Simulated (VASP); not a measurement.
# Sn2O3 (Pn-3m) in VASP: further runs, part 3 of 3

VASP 6.6.1. The steps go on from the part before.

### 4 Single point, PBE

This run uses another cell than the first one, of 15.37 Å³/atom.

Input file INCAR:

```
PREC = Accurate ; ENCUT = 520
EDIFF = 1E-6 ; ISMEAR = -1
SIGMA = 0.06122561905347299 ; LREAL = False
LASPH = True ; NELM = 60
ALGO = Normal ; ISIF = 2
LWAVE = False ; LCHARG = True
GGA = PE ; LELF = True
LVHAR = True ; NBANDS = 57
```

Input file KPOINTS:

```
Automatic mesh
0
Gamma
  7 7 7
```

Input file POSCAR:

```
Sn2O3
1.0
    5.3565896071      0.0000000000      0.0000000000
    0.0000000000      5.3565896071      0.0000000000
    0.0000000000      0.0000000000      5.3565896071
Sn O
4 6
Direct
    0.2500000000      0.2500000000      0.2500000000
    0.7500000000      0.7500000000      0.2500000000
    0.7500000000      0.2500000000      0.7500000000
    0.2500000000      0.7500000000      0.7500000000
    0.5000000000      0.0000000000      0.0000000000
    0.0000000000      0.5000000000      0.0000000000
    0.0000000000      0.0000000000      0.5000000000
    0.5000000000      0.5000000000      0.0000000000
    0.5000000000      0.0000000000      0.5000000000
    0.0000000000      0.5000000000      0.5000000000
```

Potentials or basis: VASP PAW PBE potentials, release 64 (Sn_d, O).

Started as:

```
$ cat potpaw_PBE.64/Sn_d/POTCAR potpaw_PBE.64/O/POTCAR > POTCAR
$ mpirun -np 1 vasp_std > vasp.out
```

OUTCAR:

```text
PREC = Accurate
   ENCUT = 520
   EDIFF = 1E-6
   ISMEAR = -1
   LREAL = False
   LASPH = True
   NELM = 60
   ISIF = 2
   GGA = PE

 ion  position               nearest neighbor table
   1  0.250  0.250  0.250-   5 2.32   6 2.32   7 2.32   8 2.32   9 2.32  10 2.32
   2  0.750  0.750  0.250-   5 2.32   6 2.32   7 2.32   8 2.32   9 2.32  10 2.32
   3  0.750  0.250  0.750-   5 2.32   6 2.32   7 2.32   8 2.32   9 2.32  10 2.32
   4  0.250  0.750  0.750-   5 2.32   6 2.32   7 2.32   8 2.32   9 2.32  10 2.32
   5  0.500  0.000  0.000-   1 2.32   2 2.32   3 2.32   4 2.32
   6  0.000  0.500  0.000-   1 2.32   2 2.32   3 2.32   4 2.32
   7  0.000  0.000  0.500-   1 2.32   2 2.32   3 2.32   4 2.32
   8  0.500  0.500  0.000-   1 2.32   2 2.32   3 2.32   4 2.32
   9  0.500  0.000  0.500-   1 2.32   2 2.32   3 2.32   4 2.32
  10  0.000  0.500  0.500-   1 2.32   2 2.32   3 2.32   4 2.32

  LATTYP: Found a simple cubic cell.
 ALAT       =     5.3565896071

  Lattice vectors:

 A1 = (   5.3565896071,   0.0000000000,   0.0000000000)
 A2 = (   0.0000000000,   5.3565896071,   0.0000000000)
 A3 = (   0.0000000000,   0.0000000000,   5.3565896071)

Analysis of symmetry for initial positions (statically):
=====================================================================
 Subroutine PRICEL returns:
 Original cell was already a primitive cell.

 Routine SETGRP: Setting up the symmetry group for a
 simple cubic supercell.

 Subroutine GETGRP returns: Found 48 space group operations
 (whereof 24 operations were pure point group operations)
 out of a pool of 48 trial point group operations.

The static configuration has the point symmetry T_d .
 The point group associated with its full space group is O_h .

Analysis of symmetry for dynamics (positions and initial velocities):
=====================================================================
 Subroutine PRICEL returns:
 Original cell was already a primitive cell.

 Routine SETGRP: Setting up the symmetry group for a
 simple cubic supercell.

 Subroutine GETGRP returns: Found 48 space group operations
 (whereof 24 operations were pure point group operations)
 out of a pool of 48 trial point group operations.

The dynamic configuration has the point symmetry T_d .
 The point group associated with its full space group is O_h .

 Subroutine INISYM returns: Found 48 space group operations
 (whereof 24 operations are pure point group operations),
 and found     1 'primitive' translations

----------------------------------------------------------------------------------------

                                     Primitive cell

  volume of cell :     153.6969

  direct lattice vectors                    reciprocal lattice vectors
     5.356589607  0.000000000  0.000000000     0.186685946  0.000000000  0.000000000
     0.000000000  5.356589607  0.000000000     0.000000000  0.186685946  0.000000000
     0.000000000  0.000000000  5.356589607     0.000000000  0.000000000  0.186685946

  length of vectors
     5.356589607  5.356589607  5.356589607     0.186685946  0.186685946  0.186685946

  position of ions in fractional coordinates (direct lattice)
     0.250000000  0.250000000  0.250000000
     0.750000000  0.750000000  0.250000000
     0.750000000  0.250000000  0.750000000
     0.250000000  0.750000000  0.750000000
[... 50 lines left out ...]
  0.285714  0.000000  0.000000      6.000000
  0.428571  0.000000  0.000000      6.000000
  0.142857  0.142857  0.000000     12.000000
  0.285714  0.142857  0.000000     24.000000
[... 12 lines left out ...]
  0.428571  0.428571  0.285714     24.000000
  0.428571  0.428571  0.428571      8.000000
   k-points           NKPTS =     20   k-points in BZ     NKDIM =     20   number of bands    NBANDS=     57
   number of dos      NEDOS =    301   number of ions     NIONS =     10
   total plane-waves  NPLWV =  64000
   dimension x,y,z NGX =    40 NGY =   40 NGZ =   40
   dimension x,y,z NGXF=    80 NGYF=   80 NGZF=   80
   ions per type =               4   6
   NGX,Y,Z   is equivalent  to a cutoff of  12.41, 12.41, 12.41 a.u.
   NGXF,Y,Z  is equivalent  to a cutoff of  24.83, 24.83, 24.83 a.u.
 SYSTEM =  unknown system
   PREC   = accura    normal or accurate (medium, high low for compatibility)
   ISTART =      0    job   : 0-new  1-cont  2-samecut
   ICHARG =      2    charge: 1-file 2-atom 10-const
   ISPIN  =      1    spin polarized calculation?
   LNONCOLLINEAR =      F non collinear calculations
   LSORBIT =      F    spin-orbit coupling
   LASPH  =      T    aspherical Exc in radial PAW
   ENCUT  =  520.0 eV  38.22 Ry    6.18 a.u.   9.96  9.96  9.96*2*pi/ulx,y,z
   NELM   =     60;   NELMIN=  2; NELMDL= -5     # of ELM steps
   EDIFF  = 0.1E-05   stopping-criterion for ELM
   LREAL  =      F    real-space projection
   EDIFFG = 0.1E-04   stopping-criterion for IOM
   NSW    =      0    number of steps for IOM
   IBRION =     -1    ionic relax: 0-MD 1-quasi-New 2-CG
   NFREE  =      0    steps in history (QN), initial steepest desc. (CG)
   ISIF   =      2    stress and relaxation
   ISYM   =      2    0-nonsym 1-usesym 2-fastsym
   POTIM  = 0.5000    time-step for ionic-motion
   TEBEG  =    0.0;   TEEND  =   0.0 temperature during run
   PSTRESS=    0.0 pullay stress
   NELECT =      92.0000    total number of electrons
   NUPDOWN=      -1.0000    fix difference up-down
   EMIN   =  10.00;   EMAX   =-10.00  energy-range for DOS
   EFERMI =   0.00;   METHOD = LEGACY
   ISMEAR =    -1;   SIGMA  =   0.06  broadening in eV -4-tet -1-fermi 0-gaus
   EFERMI_NEDOS =   21; number of points for ismear=-14 and -15
   IALGO  =     38    algorithm
   IMIX   =      4    mixing-type and parameters
     AMIX     =   0.40;   BMIX     =  1.00
     AMIX_MAG =   1.60;   BMIX_MAG =  1.00
  volume/ion in A,a.u.               =      15.37       103.72
  Fermi-wavevector in a.u.,A,eV,Ry     =   1.379693  2.607241 25.899400  1.903552
  Thomas-Fermi vector in A             =   2.504639
   LORBIT       =      0    0 simple, 1 ext, 2 COOP (PROOUT), +10 PAW based schemes
   GGA     = PE    functional components
[... 5 lines left out ...]
 non-spin polarized calculation
  energy-cutoff  :      520.00
  volume of cell :      153.70
 maximum number of plane-waves:      4164
 NGX is ok and might be reduce to    40
   NGX = 19   NGY = 19   NGZ = 19

 number of electron      92.0000033 magnetization

 Free energy of the ion-electron system (eV)
  ---------------------------------------------------
  ext. energy  EPLUGINS =         0.00000000
  ---------------------------------------------------
  free energy    TOTEN  =       -54.77655020 eV

  energy without entropy =      -54.73176037  energy(sigma->0) =      -54.75415529

 E-fermi :   6.9891     XC(G=0): -10.4604

 val. band max:        6.9849587292   @ k =   0.2857   0.2857   0.0000
 cond. band min:       7.0235741824   @ k =   0.2857   0.0000   0.0000
 fundamental gap:      0.0386154532
 Fermi energy:         6.9890969256

 k-point     1 :       0.0000    0.0000    0.0000
  band No.  band energies     occupation
      1     -15.4075      2.00000
      2     -15.4075      2.00000
      3     -15.2868      2.00000
      4     -15.1389      2.00000
      5     -15.1389      2.00000
      6     -15.1389      2.00000
[... 1189 lines left out ...]
     56      14.1394      0.00000
     57      14.2265      0.00000

------------------------ aborting loop because EDIFF is reached ----------------------------------------

  FORCE on cell =-STRESS in cart. coord.  units (eV):
  Direction    XX          YY          ZZ          XY          YZ          ZX
  --------------------------------------------------------------------------------------
  -------------------------------------------------------------------------------------
  Total       -5.1772365     -5.1772365     -5.1772365      0.0000000      0.0000000     -0.0000000
  in kB      -53.9688868    -53.9688868    -53.9688868      0.0000000      0.0000000     -0.0000000
  external PRESSURE =     -53.9688868 kB  Pullay stress =       0.0000000 kB

 VOLUME and BASIS-vectors are now :
 -----------------------------------------------------------------------------
  energy-cutoff  :      520.00
  volume of cell :      153.70
      direct lattice vectors                 reciprocal lattice vectors
     5.356589607  0.000000000  0.000000000     0.186685946  0.000000000  0.000000000
     0.000000000  5.356589607  0.000000000     0.000000000  0.186685946  0.000000000
     0.000000000  0.000000000  5.356589607     0.000000000  0.000000000  0.186685946

 POSITION                                       TOTAL-FORCE (eV/Angst)
 -----------------------------------------------------------------------------------
      1.33915      1.33915      1.33915        -0.000000      0.000000     -0.000000
      4.01744      4.01744      1.33915        -0.000000      0.000000     -0.000000
      4.01744      1.33915      4.01744        -0.000000     -0.000000      0.000000
      1.33915      4.01744      4.01744         0.000000     -0.000000     -0.000000
      2.67829      0.00000      0.00000        -0.000000     -0.000000      0.000000
      0.00000      2.67829      0.00000        -0.000000     -0.000000     -0.000000
      0.00000      0.00000      2.67829        -0.000000      0.000000      0.000000
      2.67829      2.67829      0.00000        -0.000000     -0.000000      0.000000
      2.67829      0.00000      2.67829        -0.000000     -0.000000     -0.000000
      0.00000      2.67829      2.67829        -0.000000     -0.000000     -0.000000
 -----------------------------------------------------------------------------------
    total drift:                               -0.000000      0.000000     -0.000000

  FREE ENERGIE OF THE ION-ELECTRON SYSTEM (eV)
  ---------------------------------------------------
  free  energy   TOTEN  =       -54.7765502033 eV

  energy  without entropy=      -54.7317603705  energy(sigma->0) =      -54.75415529
```

It took 2.5 min on 1 thread of AMD EPYC 7R13 (Zen 3), shared host; peak memory 0.27 GiB.

What came out:

```yaml
Free_energy: -54.7766 eV
Pressure: -5.4 GPa
Band_gap_on_the_k_mesh: zero (bands 46 and 47 overlap by 0.11 eV)
```

Caveat: the cell stands under tension; semilocal functionals underestimate gaps, and a narrow one can read as zero; spin-orbit coupling is left out, which moves the levels of the heavy elements.

### 5 Summary

| cell | k mesh | gap on the mesh (eV) | pressure (GPa) |
| --- | --- | --- | --- |
| a = 5.254 Å, 10 atoms | 11 × 11 × 11 | none | 0.2 |
| a = 5.288 Å, 10 atoms | 11 × 11 × 11 | none | -1.8 |
| a = 5.357 Å, 10 atoms | 7 × 7 × 7 | none | -5.4 |

Alike in all rows: task single point; level PBE; potentials or basis VASP PAW PBE potentials, release 64 (Sn_d, O); no spin polarisation; cutoff (eV) 520; smearing fermi-dirac 0.0612256 eV.

Caveats: semilocal functionals underestimate gaps, and a narrow one can read as zero; spin-orbit coupling is left out, which moves the levels of the heavy elements; the cell stands under tension (at least some runs).

Absolute energies hang on the potentials; compare differences alone.

The gap in the log of VASP goes by the Fermi energy; the results here count the filled bands.